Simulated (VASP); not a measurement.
# BN (P6_3/mmc) in VASP: further runs

Aim: see how the results for BN move with the level of theory and the settings. Levels: r2SCAN, HSE06, PBE. Tasks: single point.

Program: VASP 6.6.1. These are calculated values, not measurements. Logs are shortened: lines on timing, memory, paths and dates and some standing lists are left out, and cuts for length are marked.

## (1) The cell of the first run

The structure is hexagonal, space group P6_3/mmc (No. 194). Conventional cell: a = 2.491 Å, b = 2.491 Å, c = 3.982 Å, α = 90.00°, β = 90.00°, γ = 120.00°. Within 2.3 Å of B (site symmetry -3m) lie 6 N at 1.75 Å and 2 B at 1.99 Å. Within 2.3 Å of N (site symmetry -6m2) lie 6 B at 1.75 Å.

## (2) Single point, r2SCAN (uniaxial z strain -0.5%)

POSCAR

```
BN
1.0
    2.4913353474      0.0000000000      0.0000000000
   -1.2456676737      2.1575597002      0.0000000000
    0.0000000000      0.0000000000      3.9818540983
B N
2 2
Direct
    0.0000000000      0.0000000000      0.0000000000
    0.0000000000      0.0000000000      0.5000000000
    0.3333333333      0.6666666667      0.2500000000
    0.6666666667      0.3333333333      0.7500000000
```

INCAR.step1

```
ALGO = Normal
EDIFF = 1E-4
ENCUT = 520
GGA = PE
ISMEAR = 0
LASPH = T
LCHARG = F
LREAL = F
LWAVE = T
NBANDS = 16
NELM = 100
PREC = Accurate
SIGMA = 0.01
```

INCAR.step2

```
ALGO = Normal
EDIFF = 1E-6
ENCUT = 520
ISIF = 2
ISMEAR = 0
ISTART = 1
LASPH = T
LCHARG = F
LMIXTAU = T
LREAL = F
LWAVE = F
METAGGA = R2SCAN
NBANDS = 16
NELM = 100
PREC = Accurate
SIGMA = 0.01
```

KPOINTS

```
k-points
0
Gamma
  12 12 6
```

Potentials or basis: VASP PAW PBE potentials, release 64 (B, N).

Run with:

```
> cat potpaw_PBE.64/B/POTCAR potpaw_PBE.64/N/POTCAR > POTCAR
> cp INCAR.step1 INCAR
> mpirun -np 1 vasp_std > vasp.out
> cp INCAR.step2 INCAR
> mpirun -np 1 vasp_std > vasp.out
```

OUTCAR:

```text
EDIFF = 1E-6
   ENCUT = 520
   ISIF = 2
   ISMEAR = 0
   ISTART = 1
   LASPH = T
   LREAL = F
   METAGGA = R2SCAN
   NELM = 100
   PREC = Accurate

 ion  position               nearest neighbor table
   1  0.000  0.000  0.000-   3 1.75   4 1.75   4 1.75   3 1.75   4 1.75   3 1.75   2 1.99   2 1.99

   2  0.000  0.000  0.500-   3 1.75   4 1.75   4 1.75   3 1.75   4 1.75   3 1.75   1 1.99   1 1.99

   3  0.333  0.667  0.250-   1 1.75   2 1.75   1 1.75   2 1.75   1 1.75   2 1.75
   4  0.667  0.333  0.750-   1 1.75   2 1.75   1 1.75   2 1.75   1 1.75   2 1.75

  LATTYP: Found a hexagonal cell.
 ALAT       =     2.4913353474
 C/A-ratio  =     1.5982810594

  Lattice vectors:

 A1 = (   2.4913353474,   0.0000000000,   0.0000000000)
 A2 = (  -1.2456676737,   2.1575597002,   0.0000000000)
 A3 = (   0.0000000000,   0.0000000000,   3.9818540983)

Analysis of symmetry for initial positions (statically):
=====================================================================
 Subroutine PRICEL returns:
 Original cell was already a primitive cell.

 Routine SETGRP: Setting up the symmetry group for a
 hexagonal supercell.

 Subroutine GETGRP returns: Found 24 space group operations
 (whereof 12 operations were pure point group operations)
 out of a pool of 24 trial point group operations.

The static configuration has the point symmetry D_3d.
 The point group associated with its full space group is D_6h.

Analysis of symmetry for dynamics (positions and initial velocities):
=====================================================================
 Subroutine PRICEL returns:
 Original cell was already a primitive cell.

 Routine SETGRP: Setting up the symmetry group for a
 hexagonal supercell.

 Subroutine GETGRP returns: Found 24 space group operations
 (whereof 12 operations were pure point group operations)
 out of a pool of 24 trial point group operations.

The dynamic configuration has the point symmetry D_3d.
 The point group associated with its full space group is D_6h.

 Subroutine INISYM returns: Found 24 space group operations
 (whereof 12 operations are pure point group operations),
 and found     1 'primitive' translations

----------------------------------------------------------------------------------------

                                     Primitive cell

  volume of cell :      21.4033

  direct lattice vectors                    reciprocal lattice vectors
     2.491335347  0.000000000  0.000000000     0.401391166  0.231743298  0.000000000
    -1.245667674  2.157559700  0.000000000     0.000000000  0.463486595  0.000000000
     0.000000000  0.000000000  3.981854098     0.000000000  0.000000000  0.251139287

  length of vectors
     2.491335347  2.491335347  3.981854098     0.463486595  0.463486595  0.251139287

  position of ions in fractional coordinates (direct lattice)
     0.000000000  0.000000000  0.000000000
     0.000000000  0.000000000  0.500000000
     0.333333333  0.666666667  0.250000000
     0.666666667  0.333333333  0.750000000

  ion indices of the primitive-cell ions
   primitive index   ion index
                 1           1
                 2           2
                 3           3
                 4           4

----------------------------------------------------------------------------------------

 KPOINTS: k-points

Automatic generation of k-mesh.
 Grid dimensions read from file:
 generate k-points for:   12   12    6

 Generating k-lattice:

  Cartesian coordinates                     Fractional coordinates (reciprocal lattice)
     0.033449264  0.019311941  0.000000000     0.083333333  0.000000000  0.000000000
     0.000000000  0.038623883  0.000000000     0.000000000  0.083333333  0.000000000
     0.000000000  0.000000000  0.041856548     0.000000000  0.000000000  0.166666667

  Length of vectors
     0.038623883  0.038623883  0.041856548

  Shift w.r.t. Gamma in fractional coordinates (k-lattice)
     0.000000000  0.000000000  0.000000000

 Subroutine IBZKPT returns following result:
 ===========================================

 Found     76 irreducible k-points:

 Following reciprocal coordinates:
            Coordinates               Weight
  0.000000  0.000000  0.000000      1.000000
  0.083333  0.000000  0.000000      6.000000
  0.166667  0.000000  0.000000      6.000000
  0.250000  0.000000  0.000000      6.000000
  0.333333  0.000000  0.000000      6.000000
  0.416667  0.000000  0.000000      6.000000
[... 16 lines left out ...]
  0.250000  0.000000  0.166667     12.000000
  0.333333  0.000000  0.166667     12.000000
 [... further k-points ...]
   k-points           NKPTS =     76   k-points in BZ     NKDIM =     76   number of bands    NBANDS=     16
   number of dos      NEDOS =    301   number of ions     NIONS =      4
   total plane-waves  NPLWV =  12000
   dimension x,y,z NGX =    20 NGY =   20 NGZ =   30
   dimension x,y,z NGXF=    40 NGYF=   40 NGZF=   60
   ions per type =               2   2
   NGX,Y,Z   is equivalent  to a cutoff of  13.35, 13.35, 12.53 a.u.
   NGXF,Y,Z  is equivalent  to a cutoff of  26.69, 26.69, 25.05 a.u.
 SYSTEM =  unknown system
   PREC   = accura    normal or accurate (medium, high low for compatibility)
   ISTART =      1    job   : 0-new  1-cont  2-samecut
   ICHARG =      0    charge: 1-file 2-atom 10-const
   ISPIN  =      1    spin polarized calculation?
   LNONCOLLINEAR =      F non collinear calculations
   LSORBIT =      F    spin-orbit coupling
   LASPH  =      T    aspherical Exc in radial PAW
   ENCUT  =  520.0 eV  38.22 Ry    6.18 a.u.   4.63  4.63  7.40*2*pi/ulx,y,z
   NELM   =    100;   NELMIN=  2; NELMDL=  0     # of ELM steps
   EDIFF  = 0.1E-05   stopping-criterion for ELM
   LREAL  =      F    real-space projection
   EDIFFG = 0.1E-04   stopping-criterion for IOM
   NSW    =      0    number of steps for IOM
   IBRION =     -1    ionic relax: 0-MD 1-quasi-New 2-CG
   NFREE  =      0    steps in history (QN), initial steepest desc. (CG)
   ISIF   =      2    stress and relaxation
   ISYM   =      2    0-nonsym 1-usesym 2-fastsym
   POTIM  = 0.5000    time-step for ionic-motion
   TEBEG  =    0.0;   TEEND  =   0.0 temperature during run
   PSTRESS=    0.0 pullay stress
   NELECT =      16.0000    total number of electrons
   NUPDOWN=      -1.0000    fix difference up-down
   EMIN   =  10.00;   EMAX   =-10.00  energy-range for DOS
   EFERMI =   0.00;   METHOD = LEGACY
   ISMEAR =     0;   SIGMA  =   0.01  broadening in eV -4-tet -1-fermi 0-gaus
   EFERMI_NEDOS =   21; number of points for ismear=-14 and -15
   IALGO  =     38    algorithm
   IMIX   =      4    mixing-type and parameters
     AMIX     =   0.40;   BMIX     =  1.00
     AMIX_MAG =   1.60;   BMIX_MAG =  1.00
  volume/ion in A,a.u.               =       5.35        36.11
  Fermi-wavevector in a.u.,A,eV,Ry     =   1.485781  2.807718 30.035463  2.207544
  Thomas-Fermi vector in A             =   2.599149
   LORBIT       =      0    0 simple, 1 ext, 2 COOP (PROOUT), +10 PAW based schemes
   METAGGA = R2SCAN    functional components
   LHFCALC =     F    Hartree Fock is set to
   AEXX    =    0.0000 exact exchange contribution
   IVDW    =     0    specifies the selected vdW correction
   LEPSILON=     F    determine dielectric tensor
   LRPA    =     F    only Hartree local field effects (RPA)
 non-spin polarized calculation
 Gauss-broadening in eV      SIGMA  =   0.01
  energy-cutoff  :      520.00
  volume of cell :       21.40
 maximum number of plane-waves:       590
 NGX is ok and might be reduce to    20
   NGX =  9   NGY =  9   NGZ = 15

 number of electron      15.9999997 magnetization

 Free energy of the ion-electron system (eV)
  ---------------------------------------------------
  ext. energy  EPLUGINS =         0.00000000
  ---------------------------------------------------
  free energy    TOTEN  =       -30.83517028 eV

  energy without entropy =      -30.83517028  energy(sigma->0) =      -30.83517028

 E-fermi :  10.1715     XC(G=0): -14.6489

 val. band max:       10.0862553511   @ k =   0.1667   0.0000   0.0000
 cond. band min:      11.9928827504   @ k =   0.3333   0.3333   0.0000
 fundamental gap:      1.9066273993
 Fermi energy:        10.1714911451

 k-point     1 :       0.0000    0.0000    0.0000
  band No.  band energies     occupation
      1     -13.4320      2.00000
      2      -8.0710      2.00000
      3      -2.5984      2.00000
      4       8.6053      2.00000
      5       8.6053      2.00000
      6       9.3444      2.00000
[... 8 lines left out ...]
     15      26.3996      0.00000
     16      26.5094      0.00000

 k-point     2 :       0.0833    0.0000    0.0000
  band No.  band energies     occupation
      1     -13.2531      2.00000
      2      -7.9073      2.00000
      3      -2.4394      2.00000
      4       7.1943      2.00000
      5       7.8004      2.00000
      6       9.0375      2.00000
[... 8 lines left out ...]
     15      25.8605      0.00000
     16      26.5554      0.00000

 k-point     3 :       0.1667    0.0000    0.0000
  band No.  band energies     occupation
      1     -12.7197      2.00000
      2      -7.4302      2.00000
      3      -1.9668      2.00000
      4       4.6598      2.00000
      5       6.6522      2.00000
      6       7.6175      2.00000
[... 8 lines left out ...]
     15      24.8839      0.00000
     16      26.0283      0.00000

 k-point     4 :       0.2500    0.0000    0.0000
  band No.  band energies     occupation
      1     -11.8433      2.00000
      2      -6.6993      2.00000
      3      -1.1981      2.00000
      4       1.9939      2.00000
      5       5.6082      2.00000
      6       5.6159      2.00000
[... 8 lines left out ...]
     15      23.8930      0.00000
     16      26.1042      0.00000
[... 324 lines left out ...]
 k-point    22 :       0.1667    0.0000    0.1667
  band No.  band energies     occupation
      1     -12.5146      2.00000
      2      -8.2034      2.00000
      3      -0.8759      2.00000
      4       4.8328      2.00000
      5       6.8264      2.00000
      6       7.2816      2.00000
[... 8 lines left out ...]
     15      23.6092      0.00000
     16      26.2548      0.00000

 k-point    23 :       0.2500    0.0000    0.1667
  band No.  band energies     occupation
      1     -11.6404      2.00000
      2      -7.4274      2.00000
      3      -0.2675      2.00000
      4       2.2711      2.00000
      5       5.1477      2.00000
      6       5.8059      2.00000
[... 8 lines left out ...]
     15      22.7763      0.00000
     16      26.4175      0.00000

 k-point    24 :       0.3333    0.0000    0.1667
  band No.  band energies     occupation
      1     -10.4554      2.00000
      2      -6.5170      2.00000
      3      -0.6944      2.00000
      4       1.1908      2.00000
      5       2.9649      2.00000
      6       5.0111      2.00000
[... 8 lines left out ...]
     15      23.9164      0.00000
     16      26.6823      0.00000

 [... further k-points ...]
[... 5 lines left out ...]
  --------------------------------------------------------------------------------------
  -------------------------------------------------------------------------------------
  Total        0.0796323      0.0796323      0.8001215      0.0000000      0.0000000      0.0000000
  in kB        5.9610055      5.9610055     59.8943939      0.0000000      0.0000000      0.0000000
  external PRESSURE =      23.9388016 kB  Pullay stress =       0.0000000 kB

 VOLUME and BASIS-vectors are now :
 -----------------------------------------------------------------------------
  energy-cutoff  :      520.00
  volume of cell :       21.40
      direct lattice vectors                 reciprocal lattice vectors
     2.491335347  0.000000000  0.000000000     0.401391166  0.231743298  0.000000000
    -1.245667674  2.157559700  0.000000000     0.000000000  0.463486595  0.000000000
     0.000000000  0.000000000  3.981854098     0.000000000  0.000000000  0.251139287

 POSITION                                       TOTAL-FORCE (eV/Angst)
 -----------------------------------------------------------------------------------
      0.00000      0.00000      0.00000         0.000000      0.000000     -0.000000
      0.00000      0.00000      1.99093         0.000000      0.000000     -0.000000
     -0.00000      1.43837      0.99546         0.000000      0.000000      0.000000
      1.24567      0.71919      2.98639        -0.000000     -0.000000     -0.000000
 -----------------------------------------------------------------------------------
    total drift:                                0.000000     -0.000000      0.000000

  FREE ENERGIE OF THE ION-ELECTRON SYSTEM (eV)
  ---------------------------------------------------
  free  energy   TOTEN  =       -30.8351702844 eV

  energy  without entropy=      -30.8351702844  energy(sigma->0) =      -30.83517028
```

Wall time 62 s (1 thread of AMD EPYC 9R45 (Zen 5), shared host); peak memory 0.11 GiB.

Results:

- Free energy: -30.8352 eV
- Pressure: 2.4 GPa
- Band gap on the k mesh: 1.91 eV, indirect (least direct gap 5.71 eV)

Levels at points of the mesh, in eV from the valence-band top:
```tsv
k point	band 5	band 6	band 7	band 8	band 9	band 10	band 11	band 12
(0.00, 0.00, 0.00)	-1.48	-0.74	-0.74	-0.04	6.31	8.73	9.28	9.28
(0.50, 0.00, 0.00)	-8.57	-5.96	-4.47	-0.60	6.07	6.09	6.54	7.02
(0.00, 0.00, 0.50)	-0.99	-0.99	-0.99	-0.99	7.63	7.63	8.54	8.54
(0.50, 0.00, 0.50)	-4.06	-4.06	-3.39	-3.39	5.41	5.41	8.28	8.28
```

Caveat: the cell differs from its parent crystal (uniaxial z strain -0.5%); the PAW data sets were made with another functional, which shifts forces and pressure a little. A k mesh can miss the band edges.

## (3) Single point, HSE06 (uniaxial z strain -0.5%)

POSCAR is that of step 2.

INCAR.step1

```
SYSTEM = BN
ALGO     = Normal         ! electronic algorithm
EDIFF    = 1E-5           ! SCF threshold, eV
ENCUT    = 520            ! plane-wave cutoff, eV
GGA      = PE             ! functional
ISIF     = 2              ! what is computed and relaxed
ISMEAR   = 0              ! smearing method
LASPH    = .TRUE.         ! aspherical terms in the spheres
LCHARG   = .FALSE.        ! write CHGCAR
LREAL    = .FALSE.        ! projectors in reciprocal space
LWAVE    = .TRUE.         ! write WAVECAR
NBANDS   = 16             ! bands
NELM     = 100            ! most SCF steps
PREC     = Accurate       ! precision mode
SIGMA    = 0.01           ! smearing width, eV
```

INCAR.step2

```
SYSTEM = BN
ALGO     = Normal         ! electronic algorithm
EDIFF    = 1E-6           ! SCF threshold, eV
ENCUT    = 520            ! plane-wave cutoff, eV
GGA      = PE             ! functional
HFSCREEN = 0.2079         ! screening, 1/A
ISIF     = 2              ! what is computed and relaxed
ISMEAR   = 0              ! smearing method
ISTART   = 1            
LASPH    = .TRUE.         ! aspherical terms in the spheres
LCHARG   = .FALSE.        ! write CHGCAR
LHFCALC  = .TRUE.         ! exact exchange
LREAL    = .FALSE.        ! projectors in reciprocal space
LWAVE    = .FALSE.        ! write WAVECAR
NBANDS   = 16             ! bands
NELM     = 100            ! most SCF steps
PREC     = Accurate       ! precision mode
PRECFOCK = Normal       
SIGMA    = 0.01           ! smearing width, eV
```

KPOINTS

```
k-points
0
G
  9 9 4
  0 0 0
```

Potentials or basis: VASP PAW PBE potentials, release 64 (B, N).

Run with:

```
> cat potpaw_PBE.64/B/POTCAR potpaw_PBE.64/N/POTCAR > POTCAR
> cp INCAR.step1 INCAR
> mpirun -np 1 vasp_std > vasp.out
> cp INCAR.step2 INCAR
> mpirun -np 1 vasp_std > vasp.out
```

Wall time 35 min (1 thread of AMD EPYC 9R45 (Zen 5), shared host); peak memory 0.22 GiB.

Results (log left out):

```yaml
Free_energy: -33.1409 eV
Pressure: -5.6 GPa
Band_gap_on_the_k_mesh: 2.71 eV, indirect (least direct gap 6.77 eV)
```

Stress tensor (GPa, compression positive):
```
-8.81  0.00  0.00
 0.00 -8.81  0.00
 0.00  0.00  0.67
```

Levels at points of the mesh, in eV from the valence-band top:
```
           k point  band 4  band 5  band 6  band 7  band 8  band 9  band 10  band 11  band 12  band 13
(0.00, 0.00, 0.00)   -1.64   -1.64   -0.72   -0.72   -0.13    7.21     9.85    10.12    10.12    10.39
(0.00, 0.00, 0.50)   -6.55   -1.06   -1.06   -1.06   -1.06    8.59     8.59     9.40     9.40     9.40
```

Caveat: the cell differs from its parent crystal (uniaxial z strain -0.5%); the PAW data sets were made with another functional, which shifts forces and pressure a little. A k mesh can miss the band edges.

## (4) Single point, PBE (uniaxial z strain -0.5%)

INCAR

```
  PREC = Accurate
  ENCUT = 520
  EDIFF = 1E-6
  ISMEAR = -1
  SIGMA = 0.02
  LREAL = F
  LASPH = T
  NELM = 100
  ALGO = Normal
  ISIF = 2
  LWAVE = F
  LCHARG = F
  GGA = PE
  NBANDS = 16
```

KPOINTS

```
Automatic mesh
0
Gamma
  12 12 6
```

POSCAR is that of step 3.

Run with:

```
> cat potpaw_PBE.64/B/POTCAR potpaw_PBE.64/N/POTCAR > POTCAR
> mpirun -np 1 vasp_std > vasp.out
```

Run time: 15 s. Hardware: 1 thread of AMD EPYC 9R45 (Zen 5), shared host; peak memory 0.11 GiB.

The run converged. Its results:

| Item | Value |
| --- | --- |
| Free energy | -27.8369 eV |
| Pressure | 6.5 GPa |
| Band gap on the k mesh | 1.67 eV, indirect (least direct gap 5.27 eV) |

Stress tensor (GPa, compression positive):
```
 4.05  0.00  0.00
 0.00  4.05  0.00
 0.00  0.00 11.52
```

Levels at points of the mesh, in eV from the valence-band top:
| k point | band 6 | band 7 | band 8 | band 9 | band 10 | band 11 |
| --- | --- | --- | --- | --- | --- | --- |
| (0.00, 0.00, 0.00) | -0.70 | -0.70 | -0.08 | 5.78 | 8.22 | 8.39 |
| (0.50, 0.00, 0.00) | -5.75 | -4.30 | -0.57 | 5.43 | 5.67 | 6.01 |
| (0.00, 0.00, 0.50) | -0.98 | -0.98 | -0.98 | 7.07 | 7.07 | 7.80 |
| (0.50, 0.00, 0.50) | -3.93 | -3.22 | -3.22 | 4.92 | 4.92 | 7.62 |

Caveat: the cell differs from its parent crystal (uniaxial z strain -0.5%).

## (5) The runs side by side

```csv
level,k mesh,smearing,grid for exact exchange (PRECFOCK),screening parameter,gap on the mesh (eV),pressure (GPa)
r2SCAN,12 × 12 × 6,gaussian 0.01 eV,-,-,1.91,2.4
HSE06,9 × 9 × 4,gaussian 0.01 eV,Normal,0.2079 1/Å,2.71,-5.6
PBE,12 × 12 × 6,fermi-dirac 0.02 eV,-,-,1.67,6.5
```

Alike in all rows: task single point; potentials or basis VASP PAW PBE potentials, release 64 (B, N); no spin polarisation; cell as given; cutoff (eV) 520.

Caveats: the PAW data sets were made with another functional, which shifts forces and pressure a little (some runs).

Absolute energies hang on the potentials; compare differences alone.
